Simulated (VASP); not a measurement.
# Zr2H3 in VASP: further runs, part 2 of 3

VASP 6.6.1.

## 3. Single point, PBE

INCAR reads:

```
SYSTEM = Zr2H3
  PREC = Accurate
  ENCUT = 520
  EDIFF = 1E-6
  ISMEAR = 0
  SIGMA = 0.1
  LREAL = .FALSE.
  LASPH = .TRUE.
  NELM = 60
  ALGO = Normal
  ISIF = 2
  LWAVE = .FALSE.
  LCHARG = .FALSE.
  GGA = PE
  NBANDS = 22
```

KPOINTS reads:

```
Automatic mesh
0
G
  6 4 4
  0 0 0
```

POSCAR reads:

```
Zr2H3
1.0
    3.6393464570      0.0000000000      0.0000000000
    0.0000000000      5.6205575035      0.0000000000
    0.0000000000      0.0000000000      3.5930000667
Zr H
2 3
Direct
    0.5000000000      0.5000000000      0.5000000000
    0.5000000000      0.0000000000      0.5000000000
    0.0000000000      0.0000000000      0.5000000000
    0.5000000000      0.0000000000      0.0000000000
    0.0000000000      0.0000000000      0.0000000000
```

Potentials or basis: VASP PAW PBE potentials, release 64 (Zr_sv, H).

The run is started by

```
$ cat potpaw_PBE.64/Zr_sv/POTCAR potpaw_PBE.64/H/POTCAR > POTCAR
$ mpirun -np 1 vasp_std > vasp.out
```

OUTCAR:

```text
SYSTEM = Zr2H3
   PREC = Accurate
   ENCUT = 520
   EDIFF = 1E-6
   ISMEAR = 0
   LREAL = .FALSE.
   LASPH = .TRUE.
   NELM = 60
   ISIF = 2
   GGA = PE

 ion  position               nearest neighbor table
   1  0.500  0.500  0.500-   2 2.81   2 2.81
   2  0.500  0.000  0.500-   4 1.80   4 1.80   3 1.82   3 1.82   1 2.81   1 2.81
   3  0.000  0.000  0.500-   2 1.82   2 1.82
   4  0.500  0.000  0.000-   2 1.80   2 1.80
   5  0.000  0.000  0.000-

  LATTYP: Found a simple orthorhombic cell.
[... 797 lines left out ...]

 [... further k-points ...]
[... 5 lines left out ...]
  --------------------------------------------------------------------------------------
  -------------------------------------------------------------------------------------
  Total       -0.0410076      0.1425603     -0.0296305      0.0000000      0.0000000      0.0000000
  in kB       -0.8939537      3.1077722     -0.6459358      0.0000000      0.0000000      0.0000000
  external PRESSURE =       0.5226276 kB  Pullay stress =       0.0000000 kB

 VOLUME and BASIS-vectors are now :
 -----------------------------------------------------------------------------
  energy-cutoff  :      520.00
  volume of cell :       73.50
      direct lattice vectors                 reciprocal lattice vectors
     3.639346457  0.000000000  0.000000000     0.274774609  0.000000000  0.000000000
     0.000000000  5.620557503  0.000000000     0.000000000  0.177918294  0.000000000
     0.000000000  0.000000000  3.593000067     0.000000000  0.000000000  0.278318948

 POSITION                                       TOTAL-FORCE (eV/Angst)
 -----------------------------------------------------------------------------------
      1.81967      2.81028      1.79650         0.000000      0.000000      0.000000
      1.81967      0.00000      1.79650         0.000000      0.000000      0.000000
      0.00000      0.00000      1.79650         0.000000      0.000000      0.000000
      1.81967      0.00000      0.00000         0.000000      0.000000      0.000000
      0.00000      0.00000      0.00000         0.000000      0.000000      0.000000
 -----------------------------------------------------------------------------------
    total drift:                                0.000000     -0.000000      0.000000

  FREE ENERGIE OF THE ION-ELECTRON SYSTEM (eV)
  ---------------------------------------------------
  free  energy   TOTEN  =       -23.1489840206 eV

  energy  without entropy=      -23.1383431478  energy(sigma->0) =      -23.14366358
```

OSZICAR:

```text
N       E                     dE             d eps       ncg     rms          rms(c)
DAV:   1     0.216808594356E+03    0.21681E+03   -0.13218E+04  1584   0.111E+03
DAV:   2    -0.808760106742E+01   -0.22490E+03   -0.21856E+03  1888   0.335E+02
DAV:   3    -0.257237633674E+02   -0.17636E+02   -0.17329E+02  3006   0.665E+01
DAV:   4    -0.261698420831E+02   -0.44608E+00   -0.44557E+00  1892   0.116E+01
DAV:   5    -0.261863345676E+02   -0.16492E-01   -0.16491E-01  2448   0.146E+00    0.202E+01
DAV:   6    -0.239261954055E+02    0.22601E+01   -0.27765E+01  1982   0.155E+01    0.883E+00
DAV:   7    -0.232738835875E+02    0.65231E+00   -0.58015E+00  1900   0.880E+00    0.494E+00
DAV:   8    -0.231426630896E+02    0.13122E+00   -0.55010E-01  1988   0.442E+00    0.149E+00
DAV:   9    -0.231472960932E+02   -0.46330E-02   -0.54145E-02  2138   0.136E+00    0.549E-01
DAV:  10    -0.231489549240E+02   -0.16588E-02   -0.67073E-03  1950   0.598E-01    0.143E-01
DAV:  11    -0.231490088402E+02   -0.53916E-04   -0.72622E-04  2300   0.178E-01    0.320E-02
DAV:  12    -0.231489830885E+02    0.25752E-04   -0.92822E-05  2022   0.464E-02    0.127E-02
DAV:  13    -0.231489844366E+02   -0.13481E-05   -0.84446E-06  1964   0.164E-02    0.405E-03
DAV:  14    -0.231489840206E+02    0.41600E-06   -0.81355E-07  1278   0.547E-03
   1 F= -.23148984E+02 E0= -.23143664E+02  d E =-.106409E-01
```

stdout:

```text
POSCAR found type information on POSCAR ZrH
 POSCAR found :  2 types and       5 ions
 scaLAPACK will be used
 LDA part: xc-table for (Slater+PW92), standard interpolation
 POSCAR, INCAR and KPOINTS ok, starting setup
 FFT: planning ... GRIDC
 FFT: planning ... GRID_SOFT
 FFT: planning ... GRID
 WAVECAR not read
 entering main loop
```

It took 22 s on 1 thread of Intel Xeon 6975P-C (Granite Rapids), shared host; peak memory 0.19 GiB.

What came out:

```
Free energy            : -23.1490 eV
Pressure               : 0.1 GPa
Band gap on the k mesh : zero (an odd number of electrons rules out a gap without spin polarisation)
```

Stress tensor (GPa, compression positive):
```
-0.09  0.00  0.00
 0.00  0.31  0.00
 0.00  0.00 -0.06
```

Levels at points of the mesh, in eV from the Fermi level:
```csv
k point,band 9,band 10,band 11,band 12,band 13,band 14,band 15,band 16,band 17,band 18
"(0.00, 0.00, 0.00)",-8.10,-5.49,-2.77,-1.30,-0.30,0.34,0.42,1.02,2.57,2.97
"(0.50, 0.00, 0.00)",-5.95,-5.09,-1.97,-1.95,-0.49,0.64,1.14,1.64,1.88,2.23
"(0.00, 0.50, 0.00)",-7.99,-5.47,-2.95,-0.46,0.36,0.52,1.63,1.69,2.16,2.26
"(0.50, 0.50, 0.00)",-5.88,-5.12,-1.12,-1.04,0.44,0.91,1.12,1.63,1.65,1.92
"(0.00, 0.00, 0.50)",-5.90,-4.94,-2.00,-1.91,-0.37,0.59,1.01,1.67,1.76,2.12
"(0.50, 0.00, 0.50)",-4.47,-2.49,-2.35,-1.56,-1.45,-1.37,-0.34,3.16,3.71,3.96
"(0.00, 0.50, 0.50)",-5.83,-4.98,-1.12,-0.92,0.38,0.95,1.17,1.50,1.53,1.85
"(0.50, 0.50, 0.50)",-4.37,-2.65,-2.54,-0.74,-0.04,0.02,0.98,1.02,1.30,1.69
```

Caveat: the k points lie up to 0.44 Å⁻¹ apart, too coarse for converged energies and pressures of a metal.

## 4. Single point, PBE

This run uses another cell than the first one, of 14.90 Å³/atom.

INCAR reads:

```
SYSTEM = Zr2H3
PREC = Accurate ; ENCUT = 520
EDIFF = 1E-6 ; ISMEAR = 0
SIGMA = 0.1 ; LREAL = .FALSE.
LASPH = .TRUE. ; NELM = 100
ALGO = Normal ; ISIF = 2
LWAVE = .FALSE. ; LCHARG = .FALSE.
GGA = PE ; NBANDS = 22
```

KPOINTS reads:

```
regular mesh
0
G
  10 10 8
  0 0 0
```

POSCAR reads:

```
Zr2H3
1.0
    3.5945763726      0.0000000000      0.0000000000
    0.0000000000      3.5945763726      0.0000000000
    0.0000000000      0.0000000000      5.7654044237
Zr H
2 3
Direct
    0.5000000000      0.5000000000      0.5000000000
    0.5000000000      0.5000000000      0.0000000000
    0.5000000000      0.0000000000      0.0000000000
    0.0000000000      0.5000000000      0.0000000000
    0.0000000000      0.0000000000      0.0000000000
```

Potentials or basis: VASP PAW PBE potentials, release 64 (Zr_sv, H).

The run is started by

```
$ cat potpaw_PBE.64/Zr_sv/POTCAR potpaw_PBE.64/H/POTCAR > POTCAR
$ mpirun -np 1 vasp_std > vasp.out
```

OUTCAR:

```text
SYSTEM = Zr2H3
   PREC = Accurate
   ENCUT = 520
   EDIFF = 1E-6
   ISMEAR = 0
   LREAL = .FALSE.
   LASPH = .TRUE.
   NELM = 100
   ISIF = 2
   GGA = PE

 ion  position               nearest neighbor table
   1  0.500  0.500  0.500-   2 2.88   2 2.88
   2  0.500  0.500  0.000-   3 1.80   4 1.80   3 1.80   4 1.80   1 2.88   1 2.88
   3  0.500  0.000  0.000-   2 1.80   2 1.80
   4  0.000  0.500  0.000-   2 1.80   2 1.80
   5  0.000  0.000  0.000-

  LATTYP: Found a simple tetragonal cell.
 ALAT       =     3.5945763726
 C/A-ratio  =     1.6039176320

  Lattice vectors:

 A1 = (   3.5945763726,   0.0000000000,   0.0000000000)
 A2 = (   0.0000000000,   3.5945763726,   0.0000000000)
 A3 = (   0.0000000000,   0.0000000000,   5.7654044237)

Analysis of symmetry for initial positions (statically):
=====================================================================
 Subroutine PRICEL returns:
 Original cell was already a primitive cell.

[... 170 lines left out ...]
  ext. energy  EPLUGINS =         0.00000000
  ---------------------------------------------------
  free energy    TOTEN  =       -23.01503310 eV

  energy without entropy =      -22.98771732  energy(sigma->0) =      -23.00137521

 E-fermi :   4.8654     XC(G=0):  -9.5204

 val. band max:        4.8649663182   @ k =   0.4000   0.1000   0.1250
 cond. band min:       4.8742282159   @ k =   0.4000   0.3000   0.0000
 fundamental gap:      0.0092618977
 Fermi energy:         4.8653733244

 k-point     1 :       0.0000    0.0000    0.0000
  band No.  band energies     occupation
      1     -44.5034      2.00000
      2     -43.5951      2.00000
      3     -22.8049      2.00000
      4     -22.4264      2.00000
      5     -22.4264      2.00000
      6     -21.6611      2.00000
[... 589 lines left out ...]
     21       9.0271      0.00000
     22      11.6572      0.00000

 [... further k-points ...]
[... 5 lines left out ...]
  --------------------------------------------------------------------------------------
  -------------------------------------------------------------------------------------
  Total       -0.0349225     -0.0349225     -0.0008284      0.0000000      0.0000000      0.0000000
  in kB       -0.7510884     -0.7510884     -0.0178169      0.0000000      0.0000000      0.0000000
  external PRESSURE =      -0.5066646 kB  Pullay stress =       0.0000000 kB

 VOLUME and BASIS-vectors are now :
 -----------------------------------------------------------------------------
  energy-cutoff  :      520.00
  volume of cell :       74.49
      direct lattice vectors                 reciprocal lattice vectors
     3.594576373  0.000000000  0.000000000     0.278196899  0.000000000  0.000000000
     0.000000000  3.594576373  0.000000000     0.000000000  0.278196899  0.000000000
     0.000000000  0.000000000  5.765404424     0.000000000  0.000000000  0.173448370

 POSITION                                       TOTAL-FORCE (eV/Angst)
 -----------------------------------------------------------------------------------
      1.79729      1.79729      2.88270         0.000000      0.000000      0.000000
      1.79729      1.79729      0.00000         0.000000      0.000000      0.000000
      1.79729      0.00000      0.00000         0.000000      0.000000      0.000000
      0.00000      1.79729      0.00000         0.000000      0.000000      0.000000
      0.00000      0.00000      0.00000         0.000000      0.000000      0.000000
 -----------------------------------------------------------------------------------
    total drift:                                0.000000      0.000000      0.000000

  FREE ENERGIE OF THE ION-ELECTRON SYSTEM (eV)
  ---------------------------------------------------
  free  energy   TOTEN  =       -23.0150330952 eV

  energy  without entropy=      -22.9877173244  energy(sigma->0) =      -23.00137521
```

OSZICAR:

```text
N       E                     dE             d eps       ncg     rms          rms(c)
DAV:   1     0.217452221956E+03    0.21745E+03   -0.13268E+04  4620   0.111E+03
DAV:   2    -0.819216194577E+01   -0.22564E+03   -0.21949E+03  5480   0.331E+02
DAV:   3    -0.257801034896E+02   -0.17588E+02   -0.17264E+02  8746   0.667E+01
DAV:   4    -0.263338843076E+02   -0.55378E+00   -0.55250E+00  5530   0.123E+01
DAV:   5    -0.263535715098E+02   -0.19687E-01   -0.19683E-01  7124   0.159E+00    0.202E+01
DAV:   6    -0.240787260833E+02    0.22748E+01   -0.31985E+01  5796   0.157E+01    0.872E+00
DAV:   7    -0.231251338038E+02    0.95359E+00   -0.60483E+00  5630   0.914E+00    0.499E+00
DAV:   8    -0.230460444970E+02    0.79089E-01   -0.96967E-01  5938   0.517E+00    0.160E+00
DAV:   9    -0.230178890879E+02    0.28155E-01   -0.15096E-01  5710   0.189E+00    0.643E-01
DAV:  10    -0.230163790503E+02    0.15100E-02   -0.27084E-02  5584   0.889E-01    0.305E-01
DAV:  11    -0.230160858430E+02    0.29321E-03   -0.97884E-03  6304   0.484E-01    0.189E-01
DAV:  12    -0.230150655629E+02    0.10203E-02   -0.12071E-03  5402   0.137E-01    0.422E-02
DAV:  13    -0.230150372534E+02    0.28309E-04   -0.13819E-04  6418   0.458E-02    0.169E-02
DAV:  14    -0.230150334125E+02    0.38409E-05   -0.17561E-05  5270   0.186E-02    0.323E-03
DAV:  15    -0.230150330952E+02    0.31730E-06   -0.89334E-07  3716   0.599E-03
   1 F= -.23015033E+02 E0= -.23001375E+02  d E =-.273158E-01
```

stdout:

```text
POSCAR found type information on POSCAR ZrH
 POSCAR found :  2 types and       5 ions
 scaLAPACK will be used
 LDA part: xc-table for (Slater+PW92), standard interpolation
 POSCAR, INCAR and KPOINTS ok, starting setup
 FFT: planning ... GRIDC
 FFT: planning ... GRID_SOFT
 FFT: planning ... GRID
 WAVECAR not read
 entering main loop
```

It took 68 s on 1 thread of Intel Xeon 6975P-C (Granite Rapids), shared host; peak memory 0.28 GiB.

What came out:

```
Free energy            : -23.0150 eV
Pressure               : -0.1 GPa
Band gap on the k mesh : zero (an odd number of electrons rules out a gap without spin polarisation)
```

[end of part 2 of 3]
